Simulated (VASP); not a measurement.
# Ca: single point with PBEsol

The system is Ca.

```
CELL_PARAMETERS angstrom
3.98000 0.00000 0.00000
-1.99000 3.44678 0.00000
0.00000 0.00000 6.52000
ATOMIC_POSITIONS crystal
Ca 0.66667 0.33333 0.75000
Ca 0.33333 0.66667 0.25000
```

```yaml
Program: VASP 6.6.1
Task: single point
Functional: PBEsol
Potentials_or_basis: VASP PAW PBE potentials, release 64 (Ca_sv)
Cutoff: 520 eV
k_mesh: 8 × 8 × 4
Occupations: fermi-dirac, width 0.05 eV
Spin: no spin polarisation
```

```yaml
Pressure: -1.4 GPa
Band_gap_on_the_k_mesh: zero (band 10 reaches 1.98 eV, above the bottom of band 11 at 1.46 eV)
```

Stress tensor (GPa, compression positive):
```
-1.51  0.00  0.00
 0.00 -1.51  0.00
 0.00  0.00 -1.26
```

Levels at points of the mesh, in eV from the Fermi level:
| k point | band 6 | band 7 | band 8 | band 9 | band 10 | band 11 | band 12 | band 13 | band 14 | band 15 |
| --- | --- | --- | --- | --- | --- | --- | --- | --- | --- | --- |
| (0.00, 0.00, 0.00) | -23.01 | -23.01 | -23.00 | -3.96 | -1.03 | -0.24 | 2.19 | 2.21 | 2.21 | 2.49 |
| (0.50, 0.00, 0.00) | -23.05 | -23.02 | -23.02 | -1.12 | -0.70 | 0.25 | 0.39 | 1.32 | 1.83 | 2.13 |
| (0.00, 0.00, 0.50) | -23.01 | -23.01 | -23.01 | -2.99 | -2.99 | 1.35 | 1.35 | 2.20 | 2.20 | 2.20 |
| (0.50, 0.00, 0.50) | -23.03 | -23.03 | -23.03 | -0.66 | -0.66 | 0.06 | 0.06 | 1.42 | 1.42 | 2.75 |

It took 64 s on 1 thread of Intel(R) Xeon(R) Platinum 8488C (Sapphire Rapids) (shared host), peak memory 0.21 GiB.

Caveat: the PAW data sets were made with another functional, which shifts forces and pressure a little.
